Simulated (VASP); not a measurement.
# PtRh2 (Pnnm) in VASP: single point with PBE

Aim: the single point of PtRh2 with PBE.

All numbers are computed with VASP 6.6.1; they aren't measurements. Logs are shortened: lines on timing, memory, paths and dates and some standing lists are left out, and cuts for length are marked.

## 1. The cell of the first run

Symmetry: Pnnm, No. 58, orthorhombic system. Conventional cell: a = 4.313 Å, b = 5.265 Å, c = 3.286 Å, α = 90.00°, β = 90.00°, γ = 90.00°. Rh (site symmetry m) has 1 Rh at 2.15 Å and 3 Pt at 2.17 to 2.19 Å within 2.8 Å. Within 2.9 Å of Pt (site symmetry 2/m) lie 6 Rh at 2.17 to 2.19 Å.

## 2. Single point, PBE

Contents of INCAR:

```
PREC     = Accurate       # precision mode
ENCUT    = 520            # plane-wave cutoff, eV
EDIFF    = 1E-7           # SCF threshold, eV
ISMEAR   = 0              # smearing method
SIGMA    = 0.1            # smearing width, eV
LREAL    = F              # projectors in reciprocal space
LASPH    = T              # aspherical terms in the spheres
NELM     = 100            # most SCF steps
ALGO     = Fast           # electronic algorithm
ISIF     = 2              # what is computed and relaxed
LWAVE    = F              # write WAVECAR
LCHARG   = F              # write CHGCAR
GGA      = PE             # functional
NBANDS   = 49             # bands
```

Contents of KPOINTS:

```
regular mesh
0
Gamma
  4 4 6
```

Contents of POSCAR:

```
PtRh2
1.0
    4.3134632165      0.0000000000      0.0000000000
    0.0000000000      5.2645485677      0.0000000000
    0.0000000000      0.0000000000      3.2864851362
Rh Pt
4 2
Direct
    0.2004000000      0.3787000000      0.0000000000
    0.7996000000      0.6213000000      0.0000000000
    0.7004000000      0.1213000000      0.5000000000
    0.2996000000      0.8787000000      0.5000000000
    0.0000000000      0.0000000000      0.0000000000
    0.5000000000      0.5000000000      0.5000000000
```

Potentials or basis: VASP PAW PBE potentials, release 64 (Rh_pv, Pt).

Command:

```bash
$ cat potpaw_PBE.64/Rh_pv/POTCAR potpaw_PBE.64/Pt/POTCAR > POTCAR
$ mpirun -np 1 vasp_std > vasp.out
```

OUTCAR:

```text
PREC = Accurate
   ENCUT = 520
   EDIFF = 1E-7
   ISMEAR = 0
   LREAL = F
   LASPH = T
   NELM = 100
   ISIF = 2
   GGA = PE

 ion  position               nearest neighbor table
   1  0.200  0.379  0.000-   2 2.15   5 2.17   6 2.19   6 2.19   2 2.88   3 3.03   3 3.03   3 3.03
                             3 3.03   4 3.13   4 3.13   4 3.13   4 3.13   5 3.38
   2  0.800  0.621  0.000-   1 2.15   5 2.17   6 2.19   6 2.19   1 2.88   4 3.03   4 3.03   4 3.03
                             4 3.03   3 3.13   3 3.13   3 3.13   3 3.13   5 3.38
   3  0.700  0.121  0.500-   4 2.15   6 2.17   5 2.19   5 2.19   4 2.88   1 3.03   1 3.03   1 3.03
                             1 3.03   2 3.13   2 3.13   2 3.13   2 3.13   6 3.38
   4  0.300  0.879  0.500-   3 2.15   6 2.17   5 2.19   5 2.19   3 2.88   2 3.03   2 3.03   2 3.03
                             2 3.03   1 3.13   1 3.13   1 3.13   1 3.13   6 3.38
   5  0.000  0.000  0.000-   1 2.17   2 2.17   3 2.19   4 2.19   3 2.19   4 2.19   2 3.38   1 3.38

   6  0.500  0.500  0.500-   3 2.17   4 2.17   1 2.19   2 2.19   1 2.19   2 2.19   3 3.38   4 3.38

  LATTYP: Found a simple orthorhombic cell.
 ALAT       =     3.2864851362
 B/A-ratio  =     1.3124852351
 C/A-ratio  =     1.6018781006

  Lattice vectors:

 A1 = (   0.0000000000,   0.0000000000,   3.2864851362)
 A2 = (   4.3134632165,   0.0000000000,   0.0000000000)
 A3 = (   0.0000000000,   5.2645485677,   0.0000000000)

Analysis of symmetry for initial positions (statically):
=====================================================================
 Subroutine PRICEL returns:
 Original cell was already a primitive cell.

 Routine SETGRP: Setting up the symmetry group for a
 simple orthorhombic supercell.

 Subroutine GETGRP returns: Found  8 space group operations
 (whereof  4 operations were pure point group operations)
 out of a pool of  8 trial point group operations.

The static configuration has the point symmetry C_2h.
 The point group associated with its full space group is D_2h.

Analysis of symmetry for dynamics (positions and initial velocities):
=====================================================================
 Subroutine PRICEL returns:
 Original cell was already a primitive cell.

 Routine SETGRP: Setting up the symmetry group for a
 simple orthorhombic supercell.

 Subroutine GETGRP returns: Found  8 space group operations
 (whereof  4 operations were pure point group operations)
 out of a pool of  8 trial point group operations.

The dynamic configuration has the point symmetry C_2h.
 The point group associated with its full space group is D_2h.

 Subroutine INISYM returns: Found  8 space group operations
 (whereof  4 operations are pure point group operations),
 and found     1 'primitive' translations

----------------------------------------------------------------------------------------

                                     Primitive cell

  volume of cell :      74.6309

  direct lattice vectors                    reciprocal lattice vectors
     4.313463216  0.000000000  0.000000000     0.231832277  0.000000000  0.000000000
     0.000000000  5.264548568  0.000000000     0.000000000  0.189949810  0.000000000
     0.000000000  0.000000000  3.286485136     0.000000000  0.000000000  0.304276441

  length of vectors
     4.313463216  5.264548568  3.286485136     0.231832277  0.189949810  0.304276441

  position of ions in fractional coordinates (direct lattice)
     0.200400000  0.378700000  0.000000000
     0.799600000  0.621300000  0.000000000
     0.700400000  0.121300000  0.500000000
     0.299600000  0.878700000  0.500000000
     0.000000000  0.000000000  0.000000000
     0.500000000  0.500000000  0.500000000

  ion indices of the primitive-cell ions
   primitive index   ion index
                 1           1
                 2           2
                 3           3
                 4           4
                 5           5
                 6           6

----------------------------------------------------------------------------------------

 KPOINTS: regular mesh

Automatic generation of k-mesh.
 Grid dimensions read from file:
 generate k-points for:    4    4    6

 Generating k-lattice:

  Cartesian coordinates                     Fractional coordinates (reciprocal lattice)
     0.057958069  0.000000000  0.000000000     0.250000000  0.000000000  0.000000000
     0.000000000  0.047487452  0.000000000     0.000000000  0.250000000  0.000000000
     0.000000000  0.000000000  0.050712740     0.000000000  0.000000000  0.166666667

  Length of vectors
     0.057958069  0.047487452  0.050712740

  Shift w.r.t. Gamma in fractional coordinates (k-lattice)
     0.000000000  0.000000000  0.000000000

 Subroutine IBZKPT returns following result:
 ===========================================

 Found     36 irreducible k-points:

 Following reciprocal coordinates:
            Coordinates               Weight
  0.000000  0.000000  0.000000      1.000000
  0.250000  0.000000  0.000000      2.000000
  0.500000  0.000000  0.000000      1.000000
  0.000000  0.250000  0.000000      2.000000
  0.250000  0.250000  0.000000      4.000000
  0.500000  0.250000  0.000000      2.000000
[... 16 lines left out ...]
  0.250000  0.250000  0.333333      8.000000
  0.500000  0.250000  0.333333      4.000000
 [... further k-points ...]
   k-points           NKPTS =     36   k-points in BZ     NKDIM =     36   number of bands    NBANDS=     49
   number of dos      NEDOS =    301   number of ions     NIONS =      6
   total plane-waves  NPLWV =  30720
   dimension x,y,z NGX =    32 NGY =   40 NGZ =   24
   dimension x,y,z NGXF=    64 NGYF=   80 NGZF=   48
   ions per type =               4   2
   NGX,Y,Z   is equivalent  to a cutoff of  12.33, 12.63, 12.14 a.u.
   NGXF,Y,Z  is equivalent  to a cutoff of  24.67, 25.26, 24.28 a.u.
 SYSTEM =  unknown system
   PREC   = accura    normal or accurate (medium, high low for compatibility)
   ISTART =      0    job   : 0-new  1-cont  2-samecut
   ICHARG =      2    charge: 1-file 2-atom 10-const
   ISPIN  =      1    spin polarized calculation?
   LNONCOLLINEAR =      F non collinear calculations
   LSORBIT =      F    spin-orbit coupling
   LASPH  =      T    aspherical Exc in radial PAW
   ENCUT  =  520.0 eV  38.22 Ry    6.18 a.u.   8.02  9.79  6.11*2*pi/ulx,y,z
   NELM   =    100;   NELMIN=  2; NELMDL= -5     # of ELM steps
   EDIFF  = 0.1E-06   stopping-criterion for ELM
   LREAL  =      F    real-space projection
   EDIFFG = 0.1E-05   stopping-criterion for IOM
   NSW    =      0    number of steps for IOM
   IBRION =     -1    ionic relax: 0-MD 1-quasi-New 2-CG
   NFREE  =      0    steps in history (QN), initial steepest desc. (CG)
   ISIF   =      2    stress and relaxation
   ISYM   =      2    0-nonsym 1-usesym 2-fastsym
   POTIM  = 0.5000    time-step for ionic-motion
   TEBEG  =    0.0;   TEEND  =   0.0 temperature during run
   PSTRESS=    0.0 pullay stress
   NELECT =      80.0000    total number of electrons
   NUPDOWN=      -1.0000    fix difference up-down
   EMIN   =  10.00;   EMAX   =-10.00  energy-range for DOS
   EFERMI =   0.00;   METHOD = LEGACY
   ISMEAR =     0;   SIGMA  =   0.10  broadening in eV -4-tet -1-fermi 0-gaus
   EFERMI_NEDOS =   21; number of points for ismear=-14 and -15
   IALGO  =     68    algorithm
   IMIX   =      4    mixing-type and parameters
     AMIX     =   0.40;   BMIX     =  1.00
     AMIX_MAG =   1.60;   BMIX_MAG =  1.00
  volume/ion in A,a.u.               =      12.44        83.94
  Fermi-wavevector in a.u.,A,eV,Ry     =   1.675451  3.166144 38.193427  2.807138
  Thomas-Fermi vector in A             =   2.760068
   LORBIT       =      0    0 simple, 1 ext, 2 COOP (PROOUT), +10 PAW based schemes
   GGA     = PE    functional components
   LHFCALC =     F    Hartree Fock is set to
   AEXX    =    0.0000 exact exchange contribution
   IVDW    =     0    specifies the selected vdW correction
   LEPSILON=     F    determine dielectric tensor
   LRPA    =     F    only Hartree local field effects (RPA)
 non-spin polarized calculation
 RMM-DIIS sequential band-by-band and
 Gauss-broadening in eV      SIGMA  =   0.10
  energy-cutoff  :      520.00
  volume of cell :       74.63
 maximum number of plane-waves:      2040
   NGX = 17   NGY = 19   NGZ = 13

 number of electron      80.0000026 magnetization

 Free energy of the ion-electron system (eV)
  ---------------------------------------------------
  ext. energy  EPLUGINS =         0.00000000
  ---------------------------------------------------
  free energy    TOTEN  =       -21.19046267 eV

  energy without entropy =      -21.15971240  energy(sigma->0) =      -21.17508754

 E-fermi :  15.0734     XC(G=0): -14.3992

 val. band max:       15.0731335545   @ k =   0.2500   0.0000   0.1667
 cond. band min:      15.0876482918   @ k =   0.0000   0.0000   0.1667
 fundamental gap:      0.0145147373
 Fermi energy:        15.0734206810

 k-point     1 :       0.0000    0.0000    0.0000
  band No.  band energies     occupation
      1     -33.2864      2.00000
      2     -33.1757      2.00000
      3     -32.6551      2.00000
      4     -32.6489      2.00000
      5     -32.6118      2.00000
      6     -32.5940      2.00000
[... 41 lines left out ...]
     48      20.4518      0.00000
     49      24.1273      0.00000

 k-point     2 :       0.2500    0.0000    0.0000
  band No.  band energies     occupation
      1     -33.2529      2.00000
      2     -33.1840      2.00000
      3     -32.7258      2.00000
      4     -32.7029      2.00000
      5     -32.5436      2.00000
      6     -32.5423      2.00000
[... 41 lines left out ...]
     48      22.3030      0.00000
     49      22.8703      0.00000

 k-point     3 :       0.5000    0.0000    0.0000
  band No.  band energies     occupation
      1     -33.2044      2.00000
      2     -33.2044      2.00000
      3     -32.7502      2.00000
      4     -32.7502      2.00000
      5     -32.5112      2.00000
      6     -32.5112      2.00000
[... 1081 lines left out ...]
     48      21.4617      0.00000
     49      21.7090      0.00000

 k-point    24 :       0.5000    0.2500    0.3333
  band No.  band energies     occupation
      1     -33.2060      2.00000
      2     -33.2060      2.00000
      3     -32.7464      2.00000
      4     -32.7464      2.00000
      5     -32.5092      2.00000
      6     -32.5092      2.00000
[... 41 lines left out ...]
     48      20.6874      0.00000
     49      22.3585      0.00000

 [... further k-points ...]
[... 5 lines left out ...]
  --------------------------------------------------------------------------------------
  -------------------------------------------------------------------------------------
  Total       86.1985587     91.8840478     84.2075484      0.0000000      0.0000000      0.0000000
  in kB     1850.5110324   1972.5671376   1807.7680142      0.0000000      0.0000000      0.0000000
  external PRESSURE =    1876.9487281 kB  Pullay stress =       0.0000000 kB

 VOLUME and BASIS-vectors are now :
 -----------------------------------------------------------------------------
  energy-cutoff  :      520.00
  volume of cell :       74.63
      direct lattice vectors                 reciprocal lattice vectors
     4.313463216  0.000000000  0.000000000     0.231832277  0.000000000  0.000000000
     0.000000000  5.264548568  0.000000000     0.000000000  0.189949810  0.000000000
     0.000000000  0.000000000  3.286485136     0.000000000  0.000000000  0.304276441

 POSITION                                       TOTAL-FORCE (eV/Angst)
 -----------------------------------------------------------------------------------
      0.86442      1.99368      0.00000        -1.939120     -0.726304      0.000000
      3.44905      3.27086      0.00000         1.939120      0.726304     -0.000000
      3.02115      0.63859      1.64324        -1.939120      0.726304      0.000000
      1.29231      4.62596      1.64324         1.939120     -0.726304     -0.000000
      0.00000      0.00000      0.00000         0.000000     -0.000000      0.000000
      2.15673      2.63227      1.64324         0.000000     -0.000000      0.000000
 -----------------------------------------------------------------------------------
    total drift:                                0.000000     -0.000000      0.000000

  FREE ENERGIE OF THE ION-ELECTRON SYSTEM (eV)
  ---------------------------------------------------
  free  energy   TOTEN  =       -21.1904626721 eV

  energy  without entropy=      -21.1597124022  energy(sigma->0) =      -21.17508754
```

Wall time 3.3 min (1 thread of AMD EPYC 7R43 (Zen 3), shared host); peak memory 0.2 GiB.

Results:

```
Free energy            : -21.1905 eV
Pressure               : 187.7 GPa
Largest force          : 2.071 eV/Å
Band gap on the k mesh : zero (band 40 reaches 15.65 eV, above the bottom of band 41 at 14.72 eV)
```

Forces in eV/Å, atoms in the order of the input:
```
Rh  -1.939 -0.726  0.000
Rh   1.939  0.726  0.000
Rh  -1.939  0.726  0.000
Rh   1.939 -0.726  0.000
Pt   0.000  0.000  0.000
Pt   0.000  0.000  0.000
```

Caveat: the k points lie up to 0.36 Å⁻¹ apart; spin-orbit coupling is left out, which moves the levels of the heavy elements; forces of over 1 eV/Å act on the atoms, so gaps and moduli don't describe the material at rest.
